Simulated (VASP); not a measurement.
The system is Fe.

```xyz
1
Lattice="-1.4713 1.4713 1.4713 1.4713 -1.4713 1.4713 1.4713 1.4713 -1.4713" Properties=species:S:1:pos:R:3 pbc="T T T"
Fe    0.0000    0.0000    0.0000
```

Base run:

| Quantity | Value |
| --- | --- |
| Program | VASP 6.6.1 |
| Functional | r2SCAN |
| Dispersion | D4 |
| Potentials or basis | VASP PAW PBE potentials, release 64 (Fe) |
| Cutoff | 520 eV |
| k mesh | 13 × 13 × 13 |
| Occupations | fermi-dirac, width 0.05 eV |
| Spin | collinear spin, ferromagnetic start |
| Starting moments | [3.0] μB |

Its results: pressure -14.5 GPa; net moment 2.67 μB per cell; site moments Fe +2.77 μB.

The run is repeated on the same cell with these changes: functional from r2SCAN to BLYP; further incar settings from ALGO = Normal; EDIFF = 1e-06; NBANDS = 14 to ALGO = Fast; EDIFF = 1e-06; NBANDS = 14. What comes out?

Pressure -15.7 GPa; net moment 2.43 μB per cell; site moments Fe +2.43 μB.

Caveats: the cell stands under tension; the PAW data sets were made with another functional, which shifts forces and pressure a little.
